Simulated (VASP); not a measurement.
Write the native input for VASP 6.6.1 that does the following.

```yaml
Task: single point
Functional: LDA
Potentials_or_basis: VASP PAW LDA potentials, release 64 (V_sv, H)
Cutoff: 520 eV
k_mesh: 15 × 15 × 15
Occupations: fermi-dirac, width 0.05 eV
Spin: collinear spin, ferromagnetic start
Starting_moments: "[1.5, 0.0, 0.0] μB"
Dipole_correction: no
Further_INCAR_settings: ALGO = Normal; EDIFF = 1e-06; NBANDS = 18
```

The structure of VH2 lies in POSCAR:

```
VH2
1.0
    0.0000000000      1.6949474732      1.6949474732
    1.6949474732      0.0000000000      1.6949474732
    1.6949474732      1.6949474732      0.0000000000
V H
1 2
Direct
    0.0000000000      0.0000000000      0.0000000000
    0.2500000000      0.2500000000      0.2500000000
    0.7500000000      0.7500000000      0.7500000000
```

The input as run:

INCAR

```
PREC = Accurate ; ENCUT = 520
EDIFF = 1E-6 ; ISMEAR = -1
SIGMA = 0.05 ; LREAL = F
LASPH = T ; NELM = 150
ALGO = Normal ; ISIF = 2
LWAVE = F ; LCHARG = F
ISPIN = 2 ; MAGMOM = 1.5 0 0
LORBIT = 11 ; LMAXMIX = 4
NBANDS = 18
```

KPOINTS

```
Automatic mesh
0
Gamma
  15 15 15
```

Potentials or basis: VASP PAW LDA potentials, release 64 (V_sv, H).

Command:

```bash
$ cat potpaw_LDA.64/V_sv/POTCAR potpaw_LDA.64/H/POTCAR > POTCAR
$ mpirun -np 1 vasp_std > vasp.out
```

Results of the run:

```
Pressure   : 391.7 GPa
Net moment : 0.00 μB per cell
```

Caveat: the cell stands under pressure.

It took 62 s on 1 thread of Intel Xeon 8259CL, on a shared host, peak memory 0.15 GiB.
